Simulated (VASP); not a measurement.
# Ge3Te2S (P6mm) in VASP: relaxation of cell and atoms with PBE

Aim: the relaxation of cell and atoms of Ge3Te2S with PBE.

All numbers are computed with VASP 6.6.1; they aren't measurements. Logs are shortened: lines on timing, memory, paths and dates and some standing lists are left out, and cuts for length are marked.

## (1) The cell of the first run

Symmetry: P6mm, No. 183, hexagonal system. Conventional cell: a = 6.301 Å, b = 6.301 Å, c = 5.691 Å, α = 90.00°, β = 90.00°, γ = 120.00°. Ge (site symmetry 2mm) has 2 Te at 2.70 Å and 4 Ge at 3.15 Å and 2 S at 3.17 Å within 3.6 Å. Te (site symmetry 3m) has 3 Ge at 2.70 Å and 3 Te at 3.64 Å within 3.7 Å. Within 4.4 Å of S (site symmetry 6mm) lie 6 Ge at 3.17 Å and 6 Te at 4.32 Å.

The cell was generated, and may not be a known phase.

## (2) Relaxation of cell and atoms, PBE

File INCAR:

```
SYSTEM = Ge3Te2S
ALGO = Normal
EDIFF = 1E-7
EDIFFG = -0.01
ENCUT = 600
GGA = PE
IBRION = 2
ISIF = 3
ISMEAR = 0
LASPH = .TRUE.
LCHARG = .FALSE.
LREAL = .FALSE.
LWAVE = .FALSE.
NELM = 100
NSW = 100
PREC = Accurate
SIGMA = 0.02
```

File KPOINTS:

```
k-points
0
G
  6 6 6
  0 0 0
```

File POSCAR:

```
Ge3Te2S
1.0
    6.3006096450      0.0000000000      0.0000000000
   -3.1503048225      5.4564880119      0.0000000000
    0.0000000000      0.0000000000      5.6913566534
Ge Te S
3 2 1
Direct
    0.0000000000      0.5000000000      0.9689151162
    0.5000000000      0.0000000000      0.9689151162
    0.5000000000      0.5000000000      0.9689151162
    0.6666666667      0.3333333333      0.6184349604
    0.3333333333      0.6666666667      0.6184349604
    0.0000000000      0.0000000000      0.0263796409
```

Potentials or basis: VASP PAW PBE potentials, release 64 (Ge_d, Te, S).

Started as:

```
$ cat potpaw_PBE.64/Ge_d/POTCAR potpaw_PBE.64/Te/POTCAR potpaw_PBE.64/S/POTCAR > POTCAR
$ mpirun -np 1 vasp_std > vasp.out
```

OUTCAR:

```text
SYSTEM = Ge3Te2S
   EDIFF = 1E-7
   EDIFFG = -0.01
   ENCUT = 600
   GGA = PE
   IBRION = 2
   ISIF = 3
   ISMEAR = 0
   LASPH = .TRUE.
   LREAL = .FALSE.
   NELM = 100
   NSW = 100
   PREC = Accurate

 ion  position               nearest neighbor table
   1  0.000  0.500  0.969-   4 2.70   5 2.70
   2  0.500  0.000  0.969-   4 2.70   5 2.70
   3  0.500  0.500  0.969-   4 2.70   5 2.70
   4  0.667  0.333  0.618-   1 2.70   2 2.70   3 2.70   5 3.64   5 3.64   5 3.64
   5  0.333  0.667  0.618-   1 2.70   2 2.70   3 2.70   4 3.64   4 3.64   4 3.64
   6  0.000  0.000  0.026-

  LATTYP: Found a hexagonal cell.
 ALAT       =     6.3006096450
 C/A-ratio  =     0.9033025333

  Lattice vectors:

 A1 = (   6.3006096450,   0.0000000000,   0.0000000000)
 A2 = (  -3.1503048225,   5.4564880119,   0.0000000000)
 A3 = (   0.0000000000,   0.0000000000,   5.6913566534)

Analysis of symmetry for initial positions (statically):
=====================================================================
 Subroutine PRICEL returns:
 Original cell was already a primitive cell.

 Routine SETGRP: Setting up the symmetry group for a
 hexagonal supercell.

 Subroutine GETGRP returns: Found 12 space group operations
 (whereof 12 operations were pure point group operations)
 out of a pool of 24 trial point group operations.

The static configuration has the point symmetry C_6v.

Analysis of symmetry for dynamics (positions and initial velocities):
=====================================================================
 Subroutine PRICEL returns:
 Original cell was already a primitive cell.

 Routine SETGRP: Setting up the symmetry group for a
 hexagonal supercell.

 Subroutine GETGRP returns: Found 12 space group operations
 (whereof 12 operations were pure point group operations)
 out of a pool of 24 trial point group operations.

The dynamic configuration has the point symmetry C_6v.

 Subroutine INISYM returns: Found 12 space group operations
 (whereof 12 operations are pure point group operations),
 and found     1 'primitive' translations

----------------------------------------------------------------------------------------

                                     Primitive cell

  volume of cell :     195.6643

  direct lattice vectors                    reciprocal lattice vectors
     6.300609645  0.000000000  0.000000000     0.158714800  0.091634033  0.000000000
    -3.150304822  5.456488012  0.000000000     0.000000000  0.183268065  0.000000000
     0.000000000  0.000000000  5.691356653     0.000000000  0.000000000  0.175705031

  length of vectors
     6.300609645  6.300609645  5.691356653     0.183268065  0.183268065  0.175705031

  position of ions in fractional coordinates (direct lattice)
     1.000000000  0.500000000  0.968915116
     0.500000000  0.000000000  0.968915116
     0.500000000  0.500000000  0.968915116
     0.666666667  0.333333333  0.618434960
     0.333333333  0.666666667  0.618434960
     0.000000000  0.000000000  0.026379641

  ion indices of the primitive-cell ions
   primitive index   ion index
                 1           1
                 2           2
                 3           3
                 4           4
                 5           5
                 6           6

----------------------------------------------------------------------------------------

 KPOINTS: k-points

Automatic generation of k-mesh.
 Grid dimensions read from file:
 generate k-points for:    6    6    6

 Generating k-lattice:

  Cartesian coordinates                     Fractional coordinates (reciprocal lattice)
     0.026452467  0.015272339  0.000000000     0.166666667  0.000000000  0.000000000
     0.000000000  0.030544678  0.000000000     0.000000000  0.166666667  0.000000000
     0.000000000  0.000000000  0.029284172     0.000000000  0.000000000  0.166666667

  Length of vectors
     0.030544678  0.030544678  0.029284172

  Shift w.r.t. Gamma in fractional coordinates (k-lattice)
     0.000000000  0.000000000  0.000000000

 Subroutine IBZKPT returns following result:
 ===========================================

 Found     28 irreducible k-points:

 Following reciprocal coordinates:
            Coordinates               Weight
  0.000000  0.000000  0.000000      1.000000
  0.166667  0.000000  0.000000      6.000000
  0.333333 -0.000000  0.000000      6.000000
  0.500000 -0.000000  0.000000      3.000000
  0.166667  0.166667  0.000000      6.000000
  0.333333  0.166667  0.000000     12.000000
[... 16 lines left out ...]
  0.166667  0.000000  0.500000      6.000000
  0.333333 -0.000000  0.500000      6.000000
 [... further k-points ...]
   k-points           NKPTS =     28   k-points in BZ     NKDIM =     28   number of bands    NBANDS=     36
   number of dos      NEDOS =    301   number of ions     NIONS =      6
   total plane-waves  NPLWV = 120000
   dimension x,y,z NGX =    50 NGY =   50 NGZ =   48
   dimension x,y,z NGXF=   100 NGYF=  100 NGZF=   96
   ions per type =               3   2   1
   NGX,Y,Z   is equivalent  to a cutoff of  13.19, 13.19, 14.02 a.u.
   NGXF,Y,Z  is equivalent  to a cutoff of  26.39, 26.39, 28.04 a.u.
 SYSTEM =  Ge3Te2S
   PREC   = accura    normal or accurate (medium, high low for compatibility)
   ISTART =      0    job   : 0-new  1-cont  2-samecut
   ICHARG =      2    charge: 1-file 2-atom 10-const
   ISPIN  =      1    spin polarized calculation?
   LNONCOLLINEAR =      F non collinear calculations
   LSORBIT =      F    spin-orbit coupling
   LASPH  =      T    aspherical Exc in radial PAW
   ENCUT  =  600.0 eV  44.10 Ry    6.64 a.u.  12.58 12.58 11.37*2*pi/ulx,y,z
   NELM   =    100;   NELMIN=  2; NELMDL= -5     # of ELM steps
   EDIFF  = 0.1E-06   stopping-criterion for ELM
   LREAL  =      F    real-space projection
   EDIFFG = -.1E-01   stopping-criterion for IOM
   NSW    =    100    number of steps for IOM
   IBRION =      2    ionic relax: 0-MD 1-quasi-New 2-CG
   NFREE  =      1    steps in history (QN), initial steepest desc. (CG)
   ISIF   =      3    stress and relaxation
   ISYM   =      2    0-nonsym 1-usesym 2-fastsym
   POTIM  = 0.5000    time-step for ionic-motion
   TEBEG  =    0.0;   TEEND  =   0.0 temperature during run
   PSTRESS=    0.0 pullay stress
   NELECT =      60.0000    total number of electrons
   NUPDOWN=      -1.0000    fix difference up-down
   EMIN   =  10.00;   EMAX   =-10.00  energy-range for DOS
   EFERMI =   0.00;   METHOD = LEGACY
   ISMEAR =     0;   SIGMA  =   0.02  broadening in eV -4-tet -1-fermi 0-gaus
   EFERMI_NEDOS =   21; number of points for ismear=-14 and -15
   IALGO  =     38    algorithm
   IMIX   =      4    mixing-type and parameters
     AMIX     =   0.40;   BMIX     =  1.00
     AMIX_MAG =   1.60;   BMIX_MAG =  1.00
  volume/ion in A,a.u.               =      32.61       220.07
  Fermi-wavevector in a.u.,A,eV,Ry     =   1.103964  2.086189 16.581902  1.218735
  Thomas-Fermi vector in A             =   2.240429
   LORBIT       =      0    0 simple, 1 ext, 2 COOP (PROOUT), +10 PAW based schemes
   GGA     = PE    functional components
   LHFCALC =     F    Hartree Fock is set to
   AEXX    =    0.0000 exact exchange contribution
   IVDW    =     0    specifies the selected vdW correction
   LEPSILON=     F    determine dielectric tensor
   LRPA    =     F    only Hartree local field effects (RPA)
 conjugate gradient relaxation of ions
 non-spin polarized calculation
 Gauss-broadening in eV      SIGMA  =   0.02
  energy-cutoff  :      600.00
  volume of cell :      195.66
 maximum number of plane-waves:      6557
   NGX = 25   NGY = 25   NGZ = 23

--------------------------------------- Ionic step        1  -------------------------------------------

 number of electron      60.0000003 magnetization

 Free energy of the ion-electron system (eV)
  ---------------------------------------------------
  ext. energy  EPLUGINS =         0.00000000
  ---------------------------------------------------
  free energy    TOTEN  =       -22.14343369 eV

  energy without entropy =      -22.14343369  energy(sigma->0) =      -22.14343369

------------------------ aborting loop because EDIFF is reached ----------------------------------------

  FORCE on cell =-STRESS in cart. coord.  units (eV):
  Direction    XX          YY          ZZ          XY          YZ          ZX
  --------------------------------------------------------------------------------------
  -------------------------------------------------------------------------------------
  Total        0.0100207      0.0100207      0.1129632      0.0000000      0.0000000      0.0000000
  in kB        0.0820533      0.0820533      0.9249875      0.0000000      0.0000000      0.0000000
  external PRESSURE =       0.3630313 kB  Pullay stress =       0.0000000 kB
[... 65 lines left out ...]
  energy  without entropy=      -22.1434861310  energy(sigma->0) =      -22.14348613

--------------------------------------- Ionic step        3  -------------------------------------------

 number of electron      60.0000003 magnetization

 Free energy of the ion-electron system (eV)
  ---------------------------------------------------
  ext. energy  EPLUGINS =         0.00000000
  ---------------------------------------------------
  free energy    TOTEN  =       -22.14352028 eV

  energy without entropy =      -22.14352028  energy(sigma->0) =      -22.14352028

 E-fermi :   3.0020     XC(G=0):  -8.3770

 val. band max:        2.8538281899   @ k =   0.5000  -0.0000   0.5000
 cond. band min:       3.1812537944   @ k =   0.5000  -0.0000   0.1667
 fundamental gap:      0.3274256045
 Fermi energy:         3.0019626544

 k-point     1 :       0.0000    0.0000    0.0000
  band No.  band energies     occupation
      1     -21.8787      2.00000
      2     -21.8733      2.00000
      3     -21.8733      2.00000
      4     -21.8424      2.00000
      5     -21.8424      2.00000
      6     -21.8350      2.00000
[... 925 lines left out ...]
     35       5.9629      0.00000
     36       6.3208      0.00000

 [... further k-points ...]

------------------------ aborting loop because EDIFF is reached ----------------------------------------

  FORCE on cell =-STRESS in cart. coord.  units (eV):
  Direction    XX          YY          ZZ          XY          YZ          ZX
  --------------------------------------------------------------------------------------
  -------------------------------------------------------------------------------------
  Total       -0.0340408     -0.0340408     -0.0078938      0.0000000      0.0000000      0.0000000
  in kB       -0.2785583     -0.2785583     -0.0645955      0.0000000      0.0000000      0.0000000
  external PRESSURE =      -0.2072373 kB  Pullay stress =       0.0000000 kB
[... 21 lines left out ...]
  FREE ENERGIE OF THE ION-ELECTRON SYSTEM (eV)
  ---------------------------------------------------
  free  energy   TOTEN  =       -22.1435202767 eV

  energy  without entropy=      -22.1435202767  energy(sigma->0) =      -22.14352028

 reached required accuracy - stopping structural energy minimisation
```

It took 10 min on 1 thread of Intel Xeon 8259CL, shared host; peak memory 0.51 GiB.

Results:

```yaml
Free_energy: -22.1435 eV
Relaxed_volume: 32.63 Å³/atom
Relaxed_cell: a = 6.301 Å, b = 6.301 Å, c = 5.695 Å, α = 90.00°, β = 90.00°, γ = 120.00°
Space_group_after_relaxing_to_0.1_Å: P6mm (No. 183)
Energy_gained_by_relaxing: 0.0 meV/atom
Ionic_steps: 3
Pressure_after_relaxing: 0.0 GPa
Largest_force_after_relaxing: 0.004 eV/Å
Band_gap_on_the_k_mesh: 0.33 eV (least direct gap 0.51 eV)
```

Forces in eV/Å, atoms in the order of the input:
```
Ge   0.000  0.000  0.003
Ge   0.000  0.000  0.003
Ge   0.000  0.000  0.003
Te   0.000  0.000 -0.004
Te   0.000  0.000 -0.004
S    0.000  0.000 -0.002
```

Final structure:
```
CELL_PARAMETERS angstrom
6.30092 0.00000 0.00000
-3.15046 5.45676 0.00000
0.00000 0.00000 5.69451
ATOMIC_POSITIONS crystal
Ge 0.00000 0.50000 0.96903
Ge 0.50000 0.00000 0.96903
Ge 0.50000 0.50000 0.96903
Te 0.66667 0.33333 0.61826
Te 0.33333 0.66667 0.61826
S 0.00000 0.00000 0.02636
```

Caveat: spin-orbit coupling is left out, which moves the levels of the heavy elements.
